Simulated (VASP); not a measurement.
# Hf (P6_3/mmc) in VASP: a series of runs, part 2 of 2

VASP 6.6.1. Earlier steps stand in the parts before.

## Step 3: Single point, PBE (volume scaled by 1.040)

Contents of INCAR:

```
SYSTEM = Hf
PREC = Accurate ; ENCUT = 520
EDIFF = 1E-6 ; ISMEAR = 0
SIGMA = 0.05 ; LREAL = .FALSE.
LASPH = .TRUE. ; NELM = 80
ALGO = Fast ; ISIF = 2
LWAVE = .FALSE. ; LCHARG = .TRUE.
GGA = PE ; LELF = .TRUE.
LVHAR = .TRUE. ; NBANDS = 17
```

Contents of KPOINTS:

```
Automatic mesh
0
G
  16 16 10
  0 0 0
```

Contents of POSCAR:

```
Hf
1.0
    3.2479581878      0.0000000000      0.0000000000
   -1.6239790939      2.8128143010      0.0000000000
    0.0000000000      0.0000000000      5.1321563923
Hf
2
Direct
    0.3333333333      0.6666666667      0.2500000000
    0.6666666667      0.3333333333      0.7500000000
```

Potentials or basis: VASP PAW PBE potentials, release 64 (Hf_pv).

Started as:

```console
> cat potpaw_PBE.64/Hf_pv/POTCAR > POTCAR
> mpirun -np 1 vasp_std > vasp.out
```

OUTCAR:

```text
SYSTEM = Hf
   PREC = Accurate
   ENCUT = 520
   EDIFF = 1E-6
   ISMEAR = 0
   LREAL = .FALSE.
   LASPH = .TRUE.
   NELM = 80
   ISIF = 2
   GGA = PE

 ion  position               nearest neighbor table
   1  0.333  0.667  0.250-   2 3.18   2 3.18   2 3.18   2 3.18   2 3.18   2 3.18
   2  0.667  0.333  0.750-   1 3.18   1 3.18   1 3.18   1 3.18   1 3.18   1 3.18

  LATTYP: Found a hexagonal cell.
 ALAT       =     3.2479581878
 C/A-ratio  =     1.5801177526

  Lattice vectors:

 A1 = (   3.2479581878,   0.0000000000,   0.0000000000)
 A2 = (  -1.6239790939,   2.8128143010,   0.0000000000)
 A3 = (   0.0000000000,   0.0000000000,   5.1321563923)

Analysis of symmetry for initial positions (statically):
=====================================================================
 Subroutine PRICEL returns:
 Original cell was already a primitive cell.

 Routine SETGRP: Setting up the symmetry group for a
 hexagonal supercell.

 Subroutine GETGRP returns: Found 24 space group operations
 (whereof 12 operations were pure point group operations)
 out of a pool of 24 trial point group operations.

The static configuration has the point symmetry D_3d.
 The point group associated with its full space group is D_6h.

Analysis of symmetry for dynamics (positions and initial velocities):
=====================================================================
 Subroutine PRICEL returns:
 Original cell was already a primitive cell.

 Routine SETGRP: Setting up the symmetry group for a
 hexagonal supercell.

 Subroutine GETGRP returns: Found 24 space group operations
 (whereof 12 operations were pure point group operations)
 out of a pool of 24 trial point group operations.

The dynamic configuration has the point symmetry D_3d.
 The point group associated with its full space group is D_6h.

 Subroutine INISYM returns: Found 24 space group operations
 (whereof 12 operations are pure point group operations),
 and found     1 'primitive' translations

----------------------------------------------------------------------------------------

                                     Primitive cell

  volume of cell :      46.8869

  direct lattice vectors                    reciprocal lattice vectors
     3.247958188  0.000000000  0.000000000     0.307885737  0.177757913  0.000000000
    -1.623979094  2.812814301  0.000000000     0.000000000  0.355515826  0.000000000
     0.000000000  0.000000000  5.132156392     0.000000000  0.000000000  0.194849869

  length of vectors
     3.247958188  3.247958188  5.132156392     0.355515826  0.355515826  0.194849869

  position of ions in fractional coordinates (direct lattice)
     0.333333333  0.666666667  0.250000000
     0.666666667  0.333333333  0.750000000

  ion indices of the primitive-cell ions
   primitive index   ion index
                 1           1
                 2           2

----------------------------------------------------------------------------------------

 KPOINTS: Automatic mesh

Automatic generation of k-mesh.
 Grid dimensions read from file:
 generate k-points for:   16   16   10

 Generating k-lattice:

  Cartesian coordinates                     Fractional coordinates (reciprocal lattice)
     0.019242859  0.011109870  0.000000000     0.062500000  0.000000000  0.000000000
     0.000000000  0.022219739  0.000000000     0.000000000  0.062500000  0.000000000
     0.000000000  0.000000000  0.019484987     0.000000000  0.000000000  0.100000000

  Length of vectors
     0.022219739  0.022219739  0.019484987

  Shift w.r.t. Gamma in fractional coordinates (k-lattice)
     0.000000000  0.000000000  0.000000000

 Subroutine IBZKPT returns following result:
 ===========================================

 Found    180 irreducible k-points:

 Following reciprocal coordinates:
            Coordinates               Weight
  0.000000  0.000000  0.000000      1.000000
  0.062500 -0.000000  0.000000      6.000000
  0.125000 -0.000000  0.000000      6.000000
  0.187500  0.000000  0.000000      6.000000
  0.250000 -0.000000  0.000000      6.000000
  0.312500 -0.000000  0.000000      6.000000
[... 16 lines left out ...]
  0.187500  0.187500  0.000000      6.000000
  0.250000  0.187500  0.000000     12.000000
 [... further k-points ...]
   k-points           NKPTS =    180   k-points in BZ     NKDIM =    180   number of bands    NBANDS=     17
   number of dos      NEDOS =    301   number of ions     NIONS =      2
   total plane-waves  NPLWV =  23040
   dimension x,y,z NGX =    24 NGY =   24 NGZ =   40
   dimension x,y,z NGXF=    48 NGYF=   48 NGZF=   80
   ions per type =               2
   NGX,Y,Z   is equivalent  to a cutoff of  12.28, 12.28, 12.96 a.u.
   NGXF,Y,Z  is equivalent  to a cutoff of  24.57, 24.57, 25.91 a.u.
 SYSTEM =  Hf
   PREC   = accura    normal or accurate (medium, high low for compatibility)
   ISTART =      0    job   : 0-new  1-cont  2-samecut
   ICHARG =      2    charge: 1-file 2-atom 10-const
   ISPIN  =      1    spin polarized calculation?
   LNONCOLLINEAR =      F non collinear calculations
   LSORBIT =      F    spin-orbit coupling
   LASPH  =      T    aspherical Exc in radial PAW
   ENCUT  =  520.0 eV  38.22 Ry    6.18 a.u.   6.04  6.04  9.54*2*pi/ulx,y,z
   NELM   =     80;   NELMIN=  2; NELMDL= -5     # of ELM steps
   EDIFF  = 0.1E-05   stopping-criterion for ELM
   LREAL  =      F    real-space projection
   EDIFFG = 0.1E-04   stopping-criterion for IOM
   NSW    =      0    number of steps for IOM
   IBRION =     -1    ionic relax: 0-MD 1-quasi-New 2-CG
   NFREE  =      0    steps in history (QN), initial steepest desc. (CG)
   ISIF   =      2    stress and relaxation
   ISYM   =      2    0-nonsym 1-usesym 2-fastsym
   POTIM  = 0.5000    time-step for ionic-motion
   TEBEG  =    0.0;   TEEND  =   0.0 temperature during run
   PSTRESS=    0.0 pullay stress
   NELECT =      20.0000    total number of electrons
   NUPDOWN=      -1.0000    fix difference up-down
   EMIN   =  10.00;   EMAX   =-10.00  energy-range for DOS
   EFERMI =   0.00;   METHOD = LEGACY
   ISMEAR =     0;   SIGMA  =   0.05  broadening in eV -4-tet -1-fermi 0-gaus
   EFERMI_NEDOS =   21; number of points for ismear=-14 and -15
   IALGO  =     68    algorithm
   IMIX   =      4    mixing-type and parameters
     AMIX     =   0.40;   BMIX     =  1.00
     AMIX_MAG =   1.60;   BMIX_MAG =  1.00
  volume/ion in A,a.u.               =      23.44       158.20
  Fermi-wavevector in a.u.,A,eV,Ry     =   1.232351  2.328805 20.663013  1.518689
  Thomas-Fermi vector in A             =   2.367124
   LORBIT       =      0    0 simple, 1 ext, 2 COOP (PROOUT), +10 PAW based schemes
   GGA     = PE    functional components
   LHFCALC =     F    Hartree Fock is set to
   AEXX    =    0.0000 exact exchange contribution
   IVDW    =     0    specifies the selected vdW correction
   LEPSILON=     F    determine dielectric tensor
   LRPA    =     F    only Hartree local field effects (RPA)
 non-spin polarized calculation
 RMM-DIIS sequential band-by-band and
 Gauss-broadening in eV      SIGMA  =   0.05
  energy-cutoff  :      520.00
  volume of cell :       46.89
 maximum number of plane-waves:      1286
   NGX = 13   NGY = 13   NGZ = 19

 number of electron      20.0000002 magnetization

 Free energy of the ion-electron system (eV)
  ---------------------------------------------------
  ext. energy  EPLUGINS =         0.00000000
  ---------------------------------------------------
  free energy    TOTEN  =       -19.82364012 eV

  energy without entropy =      -19.82183239  energy(sigma->0) =      -19.82273626

 E-fermi :   4.6158     XC(G=0): -11.0727

 val. band max:        4.5925612082   @ k =   0.3750   0.2500   0.3000
 cond. band min:       4.6190521200   @ k =   0.1250   0.0625   0.0000
 fundamental gap:      0.0264909117
 Fermi energy:         4.6158000638

 k-point     1 :       0.0000    0.0000    0.0000
  band No.  band energies     occupation
      1     -26.5256      2.00000
      2     -25.8910      2.00000
      3     -25.8910      2.00000
      4     -25.7844      2.00000
      5     -25.7802      2.00000
      6     -25.7802      2.00000
[... 9 lines left out ...]
     16       7.1243      0.00000
     17       9.6791      0.00000
[... 441 lines left out ...]
 k-point    24 :       0.2500    0.1875    0.0000
  band No.  band energies     occupation
      1     -26.2708      2.00000
      2     -26.2429      2.00000
      3     -26.1956      2.00000
      4     -26.0326      2.00000
      5     -25.9306      2.00000
      6     -25.9169      2.00000
[... 9 lines left out ...]
     16      10.1950      0.00000
     17      10.2834      0.00000

 [... further k-points ...]

------------------------ aborting loop because EDIFF is reached ----------------------------------------

  FORCE on cell =-STRESS in cart. coord.  units (eV):
  Direction    XX          YY          ZZ          XY          YZ          ZX
  --------------------------------------------------------------------------------------
  -------------------------------------------------------------------------------------
  Total       -1.2631053     -1.2631053     -1.2531042      0.0000000      0.0000000      0.0000000
  in kB      -43.1617224    -43.1617224    -42.8199733      0.0000000      0.0000000      0.0000000
  external PRESSURE =     -43.0478060 kB  Pullay stress =       0.0000000 kB

 VOLUME and BASIS-vectors are now :
 -----------------------------------------------------------------------------
  energy-cutoff  :      520.00
  volume of cell :       46.89
      direct lattice vectors                 reciprocal lattice vectors
     3.247958188  0.000000000  0.000000000     0.307885737  0.177757913  0.000000000
    -1.623979094  2.812814301  0.000000000     0.000000000  0.355515826  0.000000000
     0.000000000  0.000000000  5.132156392     0.000000000  0.000000000  0.194849869

 POSITION                                       TOTAL-FORCE (eV/Angst)
 -----------------------------------------------------------------------------------
     -0.00000      1.87521      1.28304         0.000000     -0.000000      0.000000
      1.62398      0.93760      3.84912        -0.000000      0.000000      0.000000
 -----------------------------------------------------------------------------------
    total drift:                                0.000000     -0.000000      0.000000

  FREE ENERGIE OF THE ION-ELECTRON SYSTEM (eV)
  ---------------------------------------------------
  free  energy   TOTEN  =       -19.8236401248 eV

  energy  without entropy=      -19.8218323867  energy(sigma->0) =      -19.82273626
```

Wall time 41 s (1 thread of Intel Xeon 6975P-C (Granite Rapids), shared host); peak memory 0.24 GiB.

Results:

```
Free energy            : -19.8236 eV
Pressure               : -4.3 GPa
Band gap on the k mesh : zero (band 10 reaches 5.76 eV, above the bottom of band 11 at 4.20 eV)
```

Levels at points of the mesh, in eV from the Fermi level:
```tsv
k point	band 8	band 9	band 10	band 11	band 12	band 13
(0.00, 0.00, 0.00)	-3.58	0.48	1.14	1.14	1.42	1.92
(0.50, 0.00, 0.00)	-2.60	-2.10	-0.89	0.77	0.80	1.58
(0.00, 0.00, 0.50)	-5.34	0.15	0.15	1.04	1.04	1.04
(0.50, 0.00, 0.50)	-3.28	-0.93	-0.93	1.02	1.02	2.52
```

Caveat: spin-orbit coupling is left out, which moves the levels of the heavy elements.

## Step 4: Single point, PBE (volume scaled by 0.840)

Contents of INCAR:

```
ALGO = Fast
EDIFF = 1E-7
ENCUT = 520
GGA = PE
ISIF = 2
ISMEAR = 0
LASPH = T
LCHARG = T
LELF = T
LREAL = F
LVHAR = T
LWAVE = F
NBANDS = 17
NELM = 100
PREC = Accurate
SIGMA = 0.05
```

Contents of KPOINTS:

```
k-points
0
Gamma
  18 18 10
```

Contents of POSCAR:

```
Hf
1.0
    3.0153055912      0.0000000000      0.0000000000
   -1.5076527956      2.6113312422      0.0000000000
    0.0000000000      0.0000000000      4.8095453315
Hf
2
Direct
    0.3333333333      0.6666666667      0.2500000000
    0.6666666667      0.3333333333      0.7500000000
```

Started as:

```console
> cat potpaw_PBE.64/Hf_pv/POTCAR > POTCAR
> mpirun -np 1 vasp_std > vasp.out
```

Wall time 45 s (1 thread of Intel Xeon 6975P-C (Granite Rapids), shared host); peak memory 0.24 GiB.

The run converged. Its results:

* Free energy: -19.3749 eV
* Pressure: 24.6 GPa
* Band gap on the k mesh: zero (band 10 reaches 7.35 eV, above the bottom of band 11 at 5.81 eV)

Stress tensor (GPa, compression positive):
```
24.62  0.00  0.00
 0.00 24.62  0.00
 0.00  0.00 24.45
```

Levels at points of the mesh, in eV from the Fermi level:
| k point | band 7 | band 8 | band 9 | band 10 | band 11 | band 12 | band 13 | band 14 |
| --- | --- | --- | --- | --- | --- | --- | --- | --- |
| (0.00, 0.00, 0.00) | -7.93 | -4.29 | 1.20 | 1.20 | 1.29 | 1.44 | 2.20 | 2.20 |
| (0.50, 0.00, 0.00) | -3.64 | -3.44 | -2.83 | -0.39 | 0.78 | 1.06 | 1.97 | 7.13 |
| (0.00, 0.00, 0.50) | -5.65 | -5.65 | 0.05 | 0.05 | 1.09 | 1.09 | 1.09 | 1.09 |
| (0.50, 0.00, 0.50) | -4.00 | -4.00 | -1.37 | -1.37 | 1.87 | 1.87 | 3.06 | 3.06 |

Caveat: spin-orbit coupling is left out, which moves the levels of the heavy elements.

## Step 5: Single point, PBE (volume scaled by 0.880)

Contents of INCAR:

```
PREC = Accurate
ENCUT = 520
EDIFF = 1E-6
ISMEAR = 0
SIGMA = 0.05
LREAL = False
LASPH = True
NELM = 80
ALGO = Normal
ISIF = 2
LWAVE = False
LCHARG = False
GGA = PE
NBANDS = 17
```

Contents of KPOINTS:

```
regular mesh
0
Gamma
  16 16 10
```

Contents of POSCAR:

```
Hf
1.0
    3.0655546784      0.0000000000      0.0000000000
   -1.5327773392      2.6548482282      0.0000000000
    0.0000000000      0.0000000000      4.8747454323
Hf
2
Direct
    0.3333333333      0.6666666667      0.2500000000
    0.6666666667      0.3333333333      0.7500000000
```

Started as:

```console
> cat potpaw_PBE.64/Hf_pv/POTCAR > POTCAR
> mpirun -np 1 vasp_std > vasp.out
```

Wall time 27 s (1 thread of Intel Xeon 6975P-C (Granite Rapids), shared host); peak memory 0.23 GiB.

Results (log left out):

```yaml
Free_energy: -19.6059 eV
Pressure: 16.4 GPa
Band_gap_on_the_k_mesh: zero (band 10 reaches 7.00 eV, above the bottom of band 11 at 5.34 eV)
```

Stress tensor (GPa, compression positive):
```
16.46  0.00  0.00
 0.00 16.46  0.00
 0.00  0.00 16.31
```

Levels at points of the mesh, in eV from the Fermi level:
| k point | band 8 | band 9 | band 10 | band 11 | band 12 | band 13 |
| --- | --- | --- | --- | --- | --- | --- |
| (0.00, 0.00, 0.00) | -4.13 | 1.07 | 1.19 | 1.19 | 1.45 | 2.14 |
| (0.50, 0.00, 0.00) | -3.25 | -2.67 | -0.55 | 0.77 | 0.99 | 1.87 |
| (0.00, 0.00, 0.50) | -5.61 | 0.06 | 0.06 | 1.08 | 1.08 | 1.08 |
| (0.50, 0.00, 0.50) | -3.84 | -1.26 | -1.26 | 1.63 | 1.63 | 2.92 |

Caveat: spin-orbit coupling is left out, which moves the levels of the heavy elements.

## Step 6: Single point, PBE (volume scaled by 0.720)

Contents of INCAR:

```
SYSTEM = Hf
  ALGO = Normal
  EDIFF = 1E-6
  ENCUT = 520
  GGA = PE
  ISIF = 2
  ISMEAR = 0
  LASPH = .TRUE.
  LCHARG = .FALSE.
  LREAL = .FALSE.
  LWAVE = .FALSE.
  NBANDS = 17
  NELM = 80
  PREC = Accurate
  SIGMA = 0.05
```

Contents of KPOINTS:

```
k-points
0
G
  18 18 10
  0 0 0
```

Contents of POSCAR:

```
Hf
1.0
    2.8474672942      0.0000000000      0.0000000000
   -1.4237336471      2.4659790132      0.0000000000
    0.0000000000      0.0000000000      4.6227713159
Hf
2
Direct
    0.3333333333      0.6666666667      0.2500000000
    0.6666666667      0.3333333333      0.7500000000
```

Potentials or basis: VASP PAW PBE potentials, release 64 (Hf_pv).

Started as:

```console
> cat potpaw_PBE.64/Hf_pv/POTCAR > POTCAR
> mpirun -np 1 vasp_std > vasp.out
```

It took 29 s on 1 thread of Intel Xeon 6975P-C (Granite Rapids), shared host; peak memory 0.23 GiB.

The run converged. Its results:

| Property | Result |
| --- | --- |
| Free energy | -18.0082 eV |
| Pressure | 59.7 GPa |
| Band gap on the k mesh | zero (band 10 reaches 8.74 eV, above the bottom of band 11 at 7.12 eV) |

Stress tensor (GPa, compression positive):
```
59.84  0.00  0.00
 0.00 59.84  0.00
 0.00  0.00 59.45
```

Levels at points of the mesh, in eV from the Fermi level:
```
           k point  band 7  band 8  band 9  band 10  band 11  band 12  band 13  band 14
(0.00, 0.00, 0.00)   -8.32   -4.88    1.19     1.19     1.20     2.10     2.34     2.34
(0.50, 0.00, 0.00)   -4.23   -3.93   -3.52     0.30     0.80     1.18     2.23     8.54
(0.00, 0.00, 0.50)   -5.79   -5.79   -0.07    -0.07     1.12     1.12     1.12     1.12
(0.50, 0.00, 0.50)   -4.64   -4.64   -1.91    -1.91     2.84     2.84     3.52     3.52
```

Caveat: spin-orbit coupling is left out, which moves the levels of the heavy elements.

## Step 7: The runs side by side

| cell | k mesh | gap on the mesh (eV) | pressure (GPa) |
| --- | --- | --- | --- |
| a = 3.206, b = 3.206, c = 5.065 Å, angles 90.0, 90.0, 120.0°, 2 atoms | 16 × 16 × 10 | none | -0.5 |
| a = 3.248, b = 3.248, c = 5.132 Å, angles 90.0, 90.0, 120.0°, 2 atoms | 16 × 16 × 10 | none | -4.3 |
| a = 3.015, b = 3.015, c = 4.810 Å, angles 90.0, 90.0, 120.0°, 2 atoms | 18 × 18 × 10 | none | 24.6 |
| a = 3.066, b = 3.066, c = 4.875 Å, angles 90.0, 90.0, 120.0°, 2 atoms | 16 × 16 × 10 | none | 16.4 |
| a = 2.847, b = 2.847, c = 4.623 Å, angles 90.0, 90.0, 120.0°, 2 atoms | 18 × 18 × 10 | none | 59.7 |

Alike in all rows: task single point; level PBE; potentials or basis VASP PAW PBE potentials, release 64 (Hf_pv); no spin polarisation; cutoff (eV) 520; smearing gaussian 0.05 eV.

Caveats: spin-orbit coupling is left out, which moves the levels of the heavy elements.

Absolute energies hang on the potentials; compare differences alone.
